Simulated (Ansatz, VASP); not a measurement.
# Pd in VASP and in Ansatz

The input INCAR:

```
PREC = Accurate
ENCUT = 520
EDIFF = 1E-7
ISMEAR = 0
SIGMA = 0.05
LREAL = F
LASPH = T
NELM = 80
ALGO = Normal
ISIF = 2
LWAVE = F
LCHARG = F
GGA = PE
NBANDS = 11
```

File KPOINTS:

```
Automatic mesh
0
Gamma
  8 8 8
```

The input POSCAR:

```
Pd
1.0
    0.0000000000      1.9802700376      1.9802700376
    1.9802700376      0.0000000000      1.9802700376
    1.9802700376      1.9802700376      0.0000000000
Pd
1
Direct
    0.0000000000      0.0000000000      0.0000000000
```

Input for Ansatz:

```yaml
crystal:
  lattice:
    - [0.0, 1.9802700376, 1.9802700376]
    - [1.9802700376, 0.0, 1.9802700376]
    - [1.9802700376, 1.9802700376, 0.0]
  atoms:
    - { symbol: Pd, position: [0.0, 0.0, 0.0] }
basis:
  ecutwfc: 420
  ecutrho_ratio: 4
kpoints:
  mp_grid: { grid: [8, 8, 8] }
hamiltonian:
  xc: pbe
scf:
  occupations: { method: gaussian, width: 0.05 }
output:
  forces: true
  stress: true
  eigenvalues: true
```

Alike in both runs: task single point; functional PBE; k mesh 8 × 8 × 8; occupations gaussian, width 0.05 eV; no spin polarisation.

```csv
,VASP,Ansatz
version,VASP 6.6.1,Ansatz 0.2.0
potentials or method,"VASP PAW PBE potentials, release 64 (Pd), cutoff 520 eV","scalar-relativistic, plane waves, PAW"
valence electrons in the cell,10,18
```

Ansatz gave:

| Property | Result |
| --- | --- |
| gap on the k mesh at the Fermi level (eV) | none |
| pressure (GPa) | -1.5 |

Q: Estimate VASP's values.

A: gap on the k mesh at the Fermi level (eV): none; pressure (GPa): -1.8.

A gap of «none» marks a metal or a gap that the smearing closes. The functional is the same, so the differences come from potentials, cutoffs and numerics. VASP's potentials hold 10 valence electrons a cell and Ansatz's 18, so a difference there can come from the potentials and not from the codes.
